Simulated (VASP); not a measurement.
Write the native input for VASP 6.6.1 that does the following.

```
Task                   : single point
Functional             : PBE
Dispersion             : D3(BJ)
Potentials or basis    : VASP PAW PBE potentials, release 64 (S, W_sv)
Cutoff                 : 520 eV
k mesh                 : 9 × 9 × 1
Occupations            : gaussian, width 0.05 eV
Spin                   : no spin polarisation
Dipole correction      : yes
Further INCAR settings : ALGO = Normal; EDIFF = 1e-06; NBANDS = 35
```

The structure of WS2 lies in POSCAR:

```
WS2
1.0
    3.1595457497      0.0000000000      0.0000000000
   -1.5797728749      2.7362468836      0.0000000000
    0.0000000000      0.0000000000     23.8042575719
S W
4 2
Direct
    0.3333333333      0.6666666667      0.1890418126
    0.3333333333      0.6666666667      0.3214605103
    0.3333333333      0.6666666667      0.4953789779
    0.3333333333      0.6666666667      0.6277976756
    0.6666666667      0.3333333333      0.2552511581
    0.0000000000      1.0000000000      0.5615883234
```

These files were run (other wordings do the same):

INCAR

```
PREC = Accurate ; ENCUT = 520
EDIFF = 1E-6 ; ISMEAR = 0
SIGMA = 0.05 ; LREAL = False
LASPH = True ; NELM = 80
ALGO = Normal ; ISIF = 2
LWAVE = False ; LCHARG = True
LDIPOL = True ; IDIPOL = 3
DIPOL = 0.5 0.5 0.408 ; GGA = PE
IVDW = 12 ; LELF = True
LVHAR = True ; LVACPOTAV = True
NBANDS = 35
```

KPOINTS

```
Automatic mesh
0
Gamma
  9 9 1
```

Potentials or basis: VASP PAW PBE potentials, release 64 (S, W_sv).

The run is started by

```console
$ cat potpaw_PBE.64/S/POTCAR potpaw_PBE.64/W_sv/POTCAR > POTCAR
$ mpirun -np 1 vasp_std > vasp.out
```

Results of the run:

| Item | Value |
| --- | --- |
| Largest force | 0.057 eV/Å |
| Band gap on the k mesh | 1.92 eV, indirect (least direct gap 1.92 eV) |
| Dispersion energy per atom | -0.336 eV |

Caveat: spin-orbit coupling is left out, which moves the levels of the heavy elements.

Wall time 3.8 min on 1 thread of AMD EPYC 7R43 64-Core Processor (Zen 3), with other jobs on the host, peak memory 0.28 GiB.
